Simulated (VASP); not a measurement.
# Rh (P6_3/mmc) in VASP: a series of runs, part 2 of 2

VASP 6.6.1.

**4. Single point, LDA**

This run uses another cell than the first one, of 13.25 Å³/atom, 1.091 times its volume.

Input file INCAR:

```
PREC = Accurate ; ENCUT = 520
EDIFF = 1E-6 ; ISMEAR = -1
SIGMA = 0.15 ; LREAL = False
LASPH = True ; NELM = 60
ALGO = Normal ; ISIF = 2
LWAVE = False ; LCHARG = False
NBANDS = 38
```

Input file KPOINTS:

```
regular mesh
0
Gamma
  10 10 3
```

Input file POSCAR:

```
Rh
1.0
    2.6553656080      0.0000000000      0.0000000000
   -1.3276823108      2.2996135298      0.0000000000
    0.0000000000      0.0000000000      8.6791625859
Rh
4
Direct
    0.0000000000      0.0000000000      0.0000000000
    0.3333333333      0.6666666667      0.2500000000
    0.0000000000      0.0000000000      0.5000000000
    0.6666666667      0.3333333333      0.7500000000
```

Potentials or basis: VASP PAW LDA potentials, release 64 (Rh_pv).

Run with:

```console
> cat potpaw_LDA.64/Rh_pv/POTCAR > POTCAR
> mpirun -np 1 vasp_std > vasp.out
```

OUTCAR:

```text
PREC = Accurate
   ENCUT = 520
   EDIFF = 1E-6
   ISMEAR = -1
   LREAL = False
   LASPH = True
   NELM = 60
   ISIF = 2

 ion  position               nearest neighbor table
   1  0.000  0.000  0.000-   2 2.66   4 2.66   4 2.66   2 2.66   4 2.66   2 2.66
   2  0.333  0.667  0.250-   1 2.66   3 2.66   1 2.66   3 2.66   1 2.66   3 2.66
   3  0.000  0.000  0.500-   2 2.66   4 2.66   4 2.66   2 2.66   4 2.66   2 2.66
   4  0.667  0.333  0.750-   1 2.66   3 2.66   1 2.66   3 2.66   1 2.66   3 2.66

  LATTYP: Found a hexagonal cell.
 ALAT       =     2.6553656080
 C/A-ratio  =     3.2685376958

  Lattice vectors:

 A1 = (   2.6553656080,   0.0000000000,   0.0000000000)
 A2 = (  -1.3276823108,   2.2996135298,   0.0000000000)
 A3 = (   0.0000000000,   0.0000000000,   8.6791625859)

Analysis of symmetry for initial positions (statically):
=====================================================================
 Subroutine PRICEL returns:
 Original cell was already a primitive cell.

 Routine SETGRP: Setting up the symmetry group for a
 hexagonal supercell.

 Subroutine GETGRP returns: Found 24 space group operations
 (whereof 12 operations were pure point group operations)
 out of a pool of 24 trial point group operations.

The static configuration has the point symmetry D_3d.
 The point group associated with its full space group is D_6h.

Analysis of symmetry for dynamics (positions and initial velocities):
=====================================================================
 Subroutine PRICEL returns:
 Original cell was already a primitive cell.

 Routine SETGRP: Setting up the symmetry group for a
 hexagonal supercell.

 Subroutine GETGRP returns: Found 24 space group operations
 (whereof 12 operations were pure point group operations)
 out of a pool of 24 trial point group operations.

The dynamic configuration has the point symmetry D_3d.
 The point group associated with its full space group is D_6h.

 Subroutine INISYM returns: Found 24 space group operations
 (whereof 12 operations are pure point group operations),
 and found     1 'primitive' translations

----------------------------------------------------------------------------------------

                                     Primitive cell

  volume of cell :      52.9977

  direct lattice vectors                    reciprocal lattice vectors
     2.655365608  0.000000000  0.000000000     0.376595975  0.217427758  0.000000000
    -1.327682311  2.299613530  0.000000000     0.000000000  0.434855678  0.000000000
     0.000000000  0.000000000  8.679162586     0.000000000  0.000000000  0.115218489

  length of vectors
     2.655365608  2.655364891  8.679162586     0.434855560  0.434855678  0.115218489

  position of ions in fractional coordinates (direct lattice)
     0.000000000  0.000000000  0.000000000
     0.333333333  0.666666667  0.250000000
     0.000000000  0.000000000  0.500000000
     0.666666667  0.333333333  0.750000000

  ion indices of the primitive-cell ions
   primitive index   ion index
                 1           1
                 2           2
                 3           3
                 4           4

----------------------------------------------------------------------------------------

 KPOINTS: regular mesh

Automatic generation of k-mesh.
 Grid dimensions read from file:
 generate k-points for:   10   10    3

 Generating k-lattice:

  Cartesian coordinates                     Fractional coordinates (reciprocal lattice)
     0.037659597  0.021742776  0.000000000     0.100000000  0.000000000  0.000000000
     0.000000000  0.043485568  0.000000000     0.000000000  0.100000000  0.000000000
     0.000000000  0.000000000  0.038406163     0.000000000  0.000000000  0.333333333

  Length of vectors
     0.043485556  0.043485568  0.038406163

  Shift w.r.t. Gamma in fractional coordinates (k-lattice)
     0.000000000  0.000000000  0.000000000

 Subroutine IBZKPT returns following result:
 ===========================================

 Found     28 irreducible k-points:

 Following reciprocal coordinates:
            Coordinates               Weight
  0.000000  0.000000  0.000000      1.000000
  0.100000  0.000000  0.000000      6.000000
  0.200000  0.000000  0.000000      6.000000
  0.300000  0.000000  0.000000      6.000000
  0.400000 -0.000000  0.000000      6.000000
  0.500000  0.000000  0.000000      3.000000
[... 16 lines left out ...]
  0.300000  0.100000  0.333333     24.000000
  0.400000  0.100000  0.333333     24.000000
 [... further k-points ...]
   k-points           NKPTS =     28   k-points in BZ     NKDIM =     28   number of bands    NBANDS=     38
   number of dos      NEDOS =    301   number of ions     NIONS =      4
   total plane-waves  NPLWV =  28000
   dimension x,y,z NGX =    20 NGY =   20 NGZ =   70
   dimension x,y,z NGXF=    40 NGYF=   40 NGZF=  140
   ions per type =               4
   NGX,Y,Z   is equivalent  to a cutoff of  12.52, 12.52, 13.41 a.u.
   NGXF,Y,Z  is equivalent  to a cutoff of  25.04, 25.04, 26.82 a.u.
 SYSTEM =  unknown system
   PREC   = accura    normal or accurate (medium, high low for compatibility)
   ISTART =      0    job   : 0-new  1-cont  2-samecut
   ICHARG =      2    charge: 1-file 2-atom 10-const
   ISPIN  =      1    spin polarized calculation?
   LNONCOLLINEAR =      F non collinear calculations
   LSORBIT =      F    spin-orbit coupling
   LASPH  =      T    aspherical Exc in radial PAW
   ENCUT  =  520.0 eV  38.22 Ry    6.18 a.u.   4.94  4.94 16.14*2*pi/ulx,y,z
   NELM   =     60;   NELMIN=  2; NELMDL= -5     # of ELM steps
   EDIFF  = 0.1E-05   stopping-criterion for ELM
   LREAL  =      F    real-space projection
   EDIFFG = 0.1E-04   stopping-criterion for IOM
   NSW    =      0    number of steps for IOM
   IBRION =     -1    ionic relax: 0-MD 1-quasi-New 2-CG
   NFREE  =      0    steps in history (QN), initial steepest desc. (CG)
   ISIF   =      2    stress and relaxation
   ISYM   =      2    0-nonsym 1-usesym 2-fastsym
   POTIM  = 0.5000    time-step for ionic-motion
   TEBEG  =    0.0;   TEEND  =   0.0 temperature during run
   PSTRESS=    0.0 pullay stress
   NELECT =      60.0000    total number of electrons
   NUPDOWN=      -1.0000    fix difference up-down
   EMIN   =  10.00;   EMAX   =-10.00  energy-range for DOS
   EFERMI =   0.00;   METHOD = LEGACY
   ISMEAR =    -1;   SIGMA  =   0.15  broadening in eV -4-tet -1-fermi 0-gaus
   EFERMI_NEDOS =   21; number of points for ismear=-14 and -15
   IALGO  =     38    algorithm
   IMIX   =      4    mixing-type and parameters
     AMIX     =   0.40;   BMIX     =  1.00
     AMIX_MAG =   1.60;   BMIX_MAG =  1.00
  volume/ion in A,a.u.               =      13.25        89.41
  Fermi-wavevector in a.u.,A,eV,Ry     =   1.706238  3.224322 39.609930  2.911248
  Thomas-Fermi vector in A             =   2.785311
   LORBIT       =      0    0 simple, 1 ext, 2 COOP (PROOUT), +10 PAW based schemes
   GGA     = CA    functional components
   LHFCALC =     F    Hartree Fock is set to
   AEXX    =    0.0000 exact exchange contribution
   IVDW    =     0    specifies the selected vdW correction
   LEPSILON=     F    determine dielectric tensor
   LRPA    =     F    only Hartree local field effects (RPA)
 non-spin polarized calculation
  energy-cutoff  :      520.00
  volume of cell :       53.00
 maximum number of plane-waves:      1453
 NGX is ok and might be reduce to    20
   NGX =  9   NGY =  9   NGZ = 33

 number of electron      60.0000002 magnetization

 Free energy of the ion-electron system (eV)
  ---------------------------------------------------
  ext. energy  EPLUGINS =         0.00000000
  ---------------------------------------------------
  free energy    TOTEN  =       -34.88004646 eV

  energy without entropy =      -34.49091749  energy(sigma->0) =      -34.68548198

 E-fermi :  12.4349     XC(G=0): -14.5876

 val. band max:       12.4162157709   @ k =   0.2000   0.0000   0.3333
 cond. band min:      12.4358190129   @ k =   0.4000   0.1000   0.3333
 fundamental gap:      0.0196032420
 Fermi energy:        12.4348675773

 k-point     1 :       0.0000    0.0000    0.0000
  band No.  band energies     occupation
      1     -34.6486      2.00000
      2     -34.2391      2.00000
      3     -34.2293      2.00000
      4     -33.9249      2.00000
      5     -33.9249      2.00000
      6     -33.8747      2.00000
[... 30 lines left out ...]
     37      21.3376      0.00000
     38      26.9149      0.00000
[... 941 lines left out ...]
     37      21.9360      0.00000
     38      21.9722      0.00000

 [... further k-points ...]
[... 5 lines left out ...]
  --------------------------------------------------------------------------------------
  -------------------------------------------------------------------------------------
  Total        0.5319890      0.5319887      0.5193906      0.0000001      0.0000000      0.0000000
  in kB       16.0825985     16.0825909     15.7017351      0.0000034      0.0000000      0.0000000
  external PRESSURE =      15.9556415 kB  Pullay stress =       0.0000000 kB

 VOLUME and BASIS-vectors are now :
 -----------------------------------------------------------------------------
  energy-cutoff  :      520.00
  volume of cell :       53.00
      direct lattice vectors                 reciprocal lattice vectors
     2.655365608  0.000000000  0.000000000     0.376595975  0.217427758  0.000000000
    -1.327682311  2.299613530  0.000000000     0.000000000  0.434855678  0.000000000
     0.000000000  0.000000000  8.679162586     0.000000000  0.000000000  0.115218489

 POSITION                                       TOTAL-FORCE (eV/Angst)
 -----------------------------------------------------------------------------------
      0.00000      0.00000      0.00000        -0.000000     -0.000000     -0.000000
      0.00000      1.53308      2.16979         0.000000     -0.000000      0.000000
      0.00000      0.00000      4.33958        -0.000000     -0.000000     -0.000000
      1.32768      0.76654      6.50937        -0.000000      0.000000      0.000000
 -----------------------------------------------------------------------------------
    total drift:                                0.000000     -0.000000      0.000000

  FREE ENERGIE OF THE ION-ELECTRON SYSTEM (eV)
  ---------------------------------------------------
  free  energy   TOTEN  =       -34.8800464646 eV

  energy  without entropy=      -34.4909174924  energy(sigma->0) =      -34.68548198
```

OSZICAR:

```text
N       E                     dE             d eps       ncg     rms          rms(c)
DAV:   1     0.771763091400E+03    0.77176E+03   -0.36304E+04  2152   0.184E+03
DAV:   2    -0.111203822922E+02   -0.78288E+03   -0.76011E+03  2242   0.578E+02
DAV:   3    -0.368706025926E+02   -0.25750E+02   -0.25227E+02  2350   0.115E+02
DAV:   4    -0.370966093338E+02   -0.22601E+00   -0.22590E+00  2356   0.112E+01
DAV:   5    -0.371007705389E+02   -0.41612E-02   -0.41611E-02  2382   0.150E+00    0.236E+01
DAV:   6    -0.349920928485E+02    0.21087E+01   -0.62561E+00  2338   0.189E+01    0.824E+00
DAV:   7    -0.349060121392E+02    0.86081E-01   -0.22460E-01  2362   0.393E+00    0.334E+00
DAV:   8    -0.349766860502E+02   -0.70674E-01   -0.54285E-01  2272   0.863E+00    0.309E+00
DAV:   9    -0.348801921266E+02    0.96494E-01   -0.30088E-01  2266   0.533E+00    0.552E-01
DAV:  10    -0.348800628644E+02    0.12926E-03   -0.57641E-03  2272   0.562E-01    0.505E-02
DAV:  11    -0.348800415087E+02    0.21356E-04   -0.11522E-04  2436   0.109E-01    0.224E-02
DAV:  12    -0.348800467431E+02   -0.52344E-05   -0.15258E-05  2350   0.407E-02    0.458E-03
DAV:  13    -0.348800464646E+02    0.27849E-06   -0.65257E-07  1328   0.762E-03
   1 F= -.34880046E+02 E0= -.34685482E+02  d E =-.389129E+00
```

Wall time 39 s (1 thread of Intel Xeon Platinum 8375C at 2.90GHz (Ice Lake), shared host); peak memory 0.17 GiB.

What came out:

| Quantity | Value |
| --- | --- |
| Free energy | -34.8800 eV |
| Pressure | 1.6 GPa |
| Band gap on the k mesh | zero (band 30 reaches 13.33 eV, above the bottom of band 31 at 11.35 eV) |

**5. Summary**

```tsv
cell	gap on the mesh (eV)	pressure (GPa)
a = 2.579, b = 2.579, c = 8.431 Å, angles 90.0, 90.0, 120.0°, 4 atoms	none	36.1
a = 2.618, b = 2.618, c = 8.557 Å, angles 90.0, 90.0, 120.0°, 4 atoms	none	16.7
a = 2.655, b = 2.655, c = 8.679 Å, angles 90.0, 90.0, 120.0°, 4 atoms	none	1.6
```

Alike in all rows: task single point; level LDA; potentials or basis VASP PAW LDA potentials, release 64 (Rh_pv); no spin polarisation; k mesh 10 × 10 × 3; cutoff (eV) 520; smearing fermi-dirac 0.15 eV.

Absolute energies hang on the potentials; compare differences alone.
